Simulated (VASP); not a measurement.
# Sr (I4/mmm) in VASP: notebook

The runs below take Sr through single point, with LDA.

Everything below comes from runs of VASP 6.6.1. Logs are shortened: lines on timing, memory, paths and dates and some standing lists are left out, and cuts for length are marked.

## Step 1: The cell of the first run

Symmetry: I4/mmm, No. 139, tetragonal system. Conventional cell: a = 4.850 Å, b = 4.850 Å, c = 4.668 Å, α = 90.00°, β = 90.00°, γ = 90.00°. Sr (site symmetry 4/mmm) has 14 Sr at 4.15 to 4.85 Å within 5.4 Å.

## Step 2: Single point, LDA (strain -0.0375 x Voigt [0, 1, 0, 0, 0, 0])

INCAR

```
PREC = Accurate
ENCUT = 520
EDIFF = 1E-6
ISMEAR = 0
SIGMA = 0.15
LREAL = False
LASPH = True
NELM = 80
ALGO = Fast
ISIF = 2
LWAVE = False
LCHARG = False
GGA = CA
NBANDS = 11
```

KPOINTS

```
Automatic mesh
0
Gamma
  14 14 14
```

POSCAR

```
Sr
1.0
   -2.4250000000      2.3340625000      2.4250000000
    2.4250000000     -2.3340625000      2.4250000000
    2.4250000000      2.3340625000     -2.4250000000
Sr
1
Direct
    0.0000000000      0.0000000000      0.0000000000
```

Potentials or basis: VASP PAW LDA potentials, release 64 (Sr_sv).

On the command line:

```console
$ cat potpaw_LDA.64/Sr_sv/POTCAR > POTCAR
$ mpirun -np 1 vasp_std > vasp.out
```

OUTCAR:

```text
PREC = Accurate
   ENCUT = 520
   EDIFF = 1E-6
   ISMEAR = 0
   LREAL = False
   LASPH = True
   NELM = 80
   ISIF = 2
   GGA = CA

 ion  position               nearest neighbor table
   1  0.000  0.000  0.000-

  LATTYP: Found a body centered tetragonal cell.
 ALAT       =     4.8500000000
 C/A-ratio  =     0.9625000000

  Lattice vectors:

 A1 = (  -2.4250000000,  -2.3340625000,   2.4250000000)
 A2 = (   2.4250000000,  -2.3340625000,  -2.4250000000)
 A3 = (   2.4250000000,   2.3340625000,   2.4250000000)

Analysis of symmetry for initial positions (statically):
=====================================================================
 Subroutine PRICEL returns:
 Original cell was already a primitive cell.

 Routine SETGRP: Setting up the symmetry group for a
 body centered tetragonal supercell.

 Subroutine GETGRP returns: Found 16 space group operations
 (whereof 16 operations were pure point group operations)
 out of a pool of 16 trial point group operations.

The static configuration has the point symmetry D_4h.

Analysis of symmetry for dynamics (positions and initial velocities):
=====================================================================
 Subroutine PRICEL returns:
 Original cell was already a primitive cell.

 Routine SETGRP: Setting up the symmetry group for a
 body centered tetragonal supercell.

 Subroutine GETGRP returns: Found 16 space group operations
 (whereof 16 operations were pure point group operations)
 out of a pool of 16 trial point group operations.

The dynamic configuration has the point symmetry D_4h.

 Subroutine INISYM returns: Found 16 space group operations
 (whereof 16 operations are pure point group operations),
 and found     1 'primitive' translations

----------------------------------------------------------------------------------------

                                     Primitive cell

  volume of cell :      54.9030

  direct lattice vectors                    reciprocal lattice vectors
    -2.425000000  2.334062500  2.425000000     0.000000000  0.214218771  0.206185567
     2.425000000 -2.334062500  2.425000000     0.206185567  0.000000000  0.206185567
     2.425000000  2.334062500 -2.425000000     0.206185567  0.214218771  0.000000000

  length of vectors
     4.148384957  4.148384957  4.148384957     0.297325024  0.291590425  0.297325024

  position of ions in fractional coordinates (direct lattice)
[... 77 lines left out ...]
   EDIFF  = 0.1E-05   stopping-criterion for ELM
   LREAL  =      F    real-space projection
   EDIFFG = 0.1E-04   stopping-criterion for IOM
   NSW    =      0    number of steps for IOM
   IBRION =     -1    ionic relax: 0-MD 1-quasi-New 2-CG
   NFREE  =      0    steps in history (QN), initial steepest desc. (CG)
   ISIF   =      2    stress and relaxation
   ISYM   =      2    0-nonsym 1-usesym 2-fastsym
   POTIM  = 0.5000    time-step for ionic-motion
   TEBEG  =    0.0;   TEEND  =   0.0 temperature during run
   PSTRESS=    0.0 pullay stress
   NELECT =      10.0000    total number of electrons
   NUPDOWN=      -1.0000    fix difference up-down
   EMIN   =  10.00;   EMAX   =-10.00  energy-range for DOS
   EFERMI =   0.00;   METHOD = LEGACY
   ISMEAR =     0;   SIGMA  =   0.15  broadening in eV -4-tet -1-fermi 0-gaus
   EFERMI_NEDOS =   21; number of points for ismear=-14 and -15
   IALGO  =     68    algorithm
   IMIX   =      4    mixing-type and parameters
     AMIX     =   0.40;   BMIX     =  1.00
     AMIX_MAG =   1.60;   BMIX_MAG =  1.00
  volume/ion in A,a.u.               =      54.90       370.50
  Fermi-wavevector in a.u.,A,eV,Ry     =   0.927989  1.753645 11.716843  0.861164
  Thomas-Fermi vector in A             =   2.054118
   LORBIT       =      0    0 simple, 1 ext, 2 COOP (PROOUT), +10 PAW based schemes
   GGA     = CA    functional components
   LHFCALC =     F    Hartree Fock is set to
   AEXX    =    0.0000 exact exchange contribution
   IVDW    =     0    specifies the selected vdW correction
   LEPSILON=     F    determine dielectric tensor
   LRPA    =     F    only Hartree local field effects (RPA)
 non-spin polarized calculation
 RMM-DIIS sequential band-by-band and
 Gauss-broadening in eV      SIGMA  =   0.15
  energy-cutoff  :      520.00
  volume of cell :       54.90
 maximum number of plane-waves:      1495
   NGX = 15   NGY = 15   NGZ = 15

 number of electron      10.0000000 magnetization

 Free energy of the ion-electron system (eV)
  ---------------------------------------------------
  ext. energy  EPLUGINS =         0.00000000
  ---------------------------------------------------
  free energy    TOTEN  =        -1.86655140 eV

  energy without entropy =       -1.85406118  energy(sigma->0) =       -1.86030629

 E-fermi :   1.4275     XC(G=0):  -7.5611

 val. band max:        1.4173377833   @ k =   0.5000   0.5000   0.3571
 cond. band min:       1.4361564220   @ k =  -0.3571  -0.4286   0.2143
 fundamental gap:      0.0188186387
 Fermi energy:         1.4274995489

 k-point     1 :       0.0000    0.0000    0.0000
  band No.  band energies     occupation
      1     -35.0291      2.00000
      2     -17.0108      2.00000
      3     -17.0090      2.00000
      4     -17.0090      2.00000
      5      -2.2324      2.00000
      6       3.5404      0.00000
      7       3.7649      0.00000
      8       3.7649      0.00000
      9       4.8719      0.00000
     10       5.1868      0.00000
     11       9.4656      0.00000
[... 309 lines left out ...]
 k-point    24 :       0.1429    0.1429    0.0000
  band No.  band energies     occupation
      1     -35.0213      2.00000
      2     -17.1081      2.00000
      3     -17.0386      2.00000
      4     -17.0177      2.00000
      5      -1.2540      2.00000
      6       2.8455      0.00000
      7       3.0831      0.00000
      8       4.5106      0.00000
      9       4.7183      0.00000
     10       5.2733      0.00000
     11       9.0923      0.00000

 [... further k-points ...]
[... 5 lines left out ...]
  --------------------------------------------------------------------------------------
  -------------------------------------------------------------------------------------
  Total       -0.5376858     -0.4976682     -0.5376858      0.0000000      0.0000000      0.0000000
  in kB      -15.6907329    -14.5229383    -15.6907329      0.0000000      0.0000000      0.0000000
  external PRESSURE =     -15.3014680 kB  Pullay stress =       0.0000000 kB

 VOLUME and BASIS-vectors are now :
 -----------------------------------------------------------------------------
  energy-cutoff  :      520.00
  volume of cell :       54.90
      direct lattice vectors                 reciprocal lattice vectors
    -2.425000000  2.334062500  2.425000000     0.000000000  0.214218771  0.206185567
     2.425000000 -2.334062500  2.425000000     0.206185567  0.000000000  0.206185567
     2.425000000  2.334062500 -2.425000000     0.206185567  0.214218771  0.000000000

 POSITION                                       TOTAL-FORCE (eV/Angst)
 -----------------------------------------------------------------------------------
      0.00000      0.00000      0.00000        -0.000000      0.000000      0.000000
 -----------------------------------------------------------------------------------
    total drift:                                0.000000      0.000000     -0.000000

  FREE ENERGIE OF THE ION-ELECTRON SYSTEM (eV)
  ---------------------------------------------------
  free  energy   TOTEN  =        -1.8665513985 eV

  energy  without entropy=       -1.8540611798  energy(sigma->0) =       -1.86030629
```

Run time: 40 s. Hardware: 1 thread of Intel Xeon 6975P-C (Granite Rapids), shared host; peak memory 0.26 GiB.

Results:

```yaml
Free_energy: -1.8666 eV
Pressure: -1.5 GPa
Band_gap_on_the_k_mesh: zero (band 5 reaches 1.68 eV, above the bottom of band 6 at 1.31 eV)
```

Caveat: the cell differs from its parent crystal (strain -0.0375 x Voigt [0, 1, 0, 0, 0, 0]).

## Step 3: Single point, LDA (strain +0.0375 x Voigt [0, 1, 0, 0, 0, 0])

INCAR

```
PREC = Accurate
ENCUT = 520
EDIFF = 1E-6
ISMEAR = 0
SIGMA = 0.15
LREAL = F
LASPH = T
NELM = 80
ALGO = Fast
ISIF = 2
LWAVE = F
LCHARG = T
GGA = CA
LELF = T
LVHAR = T
NBANDS = 11
```

KPOINTS

```
regular mesh
0
Gamma
  14 14 14
```

POSCAR

```
Sr
1.0
   -2.4250000000      2.5159375000      2.4250000000
    2.4250000000     -2.5159375000      2.4250000000
    2.4250000000      2.5159375000     -2.4250000000
Sr
1
Direct
    0.0000000000      0.0000000000      0.0000000000
```

Potentials or basis: VASP PAW LDA potentials, release 64 (Sr_sv).

On the command line:

```console
$ cat potpaw_LDA.64/Sr_sv/POTCAR > POTCAR
$ mpirun -np 1 vasp_std > vasp.out
```

Wall time 39 s (1 thread of Intel Xeon 6975P-C (Granite Rapids), shared host); peak memory 0.27 GiB.

The run converged. Its results:

* Free energy: -1.8187 eV
* Pressure: -2.0 GPa
* Band gap on the k mesh: zero (band 5 reaches 1.41 eV, above the bottom of band 6 at 1.15 eV)

Levels at points of the mesh, in eV from the Fermi level:
```csv
k point,band 2,band 3,band 4,band 5,band 6,band 7,band 8,band 9
"(0.00, 0.00, 0.00)",-18.62,-18.62,-18.62,-3.56,2.09,2.09,2.28,3.27
"(0.50, 0.00, 0.00)",-18.78,-18.67,-18.62,-1.05,0.14,1.18,3.08,3.81
"(0.00, 0.50, 0.00)",-18.78,-18.67,-18.62,-0.97,0.24,0.97,3.32,3.91
"(0.50, 0.50, 0.50)",-18.74,-18.73,-18.73,-0.12,-0.05,3.01,3.48,3.48
```

Caveat: the cell differs from its parent crystal (strain +0.0375 x Voigt [0, 1, 0, 0, 0, 0]).
